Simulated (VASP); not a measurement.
Write the native input for VASP 6.6.1 that does the following.

- Task: single point
- Functional: PBE
- Potentials or basis: VASP PAW PBE potentials, release 64 (Al, N)
- Cutoff: 600 eV
- k mesh: 12 × 12 × 4
- Occupations: gaussian, width 0.01 eV
- Spin: no spin polarisation
- Dipole correction: no
- Further INCAR settings: ALGO = Normal; EDIFF = 1e-06; NBANDS = 16

The structure of AlN lies in POSCAR:

```
AlN
1.0
    3.1130000000      0.0000000000      0.0000000000
   -1.5565000000      2.6959370000      0.0000000000
    0.0000000000      0.0000000000      4.9810000000
Al N
2 2
Direct
    0.3333333333      0.6666666667      0.0000000000
    0.6666666667      0.3333333333      0.5000000000
    0.3333333333      0.6666666667      0.3800000000
    0.6666666667      0.3333333333      0.9201525798
```

The input as run:

INCAR

```
SYSTEM = AlN
  PREC = Accurate
  ENCUT = 600
  EDIFF = 1E-6
  ISMEAR = 0
  SIGMA = 0.01
  LREAL = .False.
  LASPH = .True.
  NELM = 120
  ALGO = Normal
  ISIF = 2
  LWAVE = .False.
  LCHARG = .False.
  GGA = PE
  NBANDS = 16
  GGA_COMPAT = .False.
```

KPOINTS

```
Automatic mesh
0
Gamma
  12 12 4
  0 0 0
```

Potentials or basis: VASP PAW PBE potentials, release 64 (Al, N).

Command:

```console
$ cat potpaw_PBE.64/Al/POTCAR potpaw_PBE.64/N/POTCAR > POTCAR
$ mpirun -np 1 vasp_std > vasp.out
```

It gave:

```
Pressure               : 5.0 GPa
Largest force          : 2.793 eV/Å
Band gap on the k mesh : 3.80 eV, direct
```

Caveat: forces of over 1 eV/Å act on the atoms, so gaps and moduli don't describe the material at rest.

Run time: 24 s on 1 thread of Intel(R) Xeon(R) 6975P-C (Granite Rapids), on a shared host, peak memory 0.2 GiB.
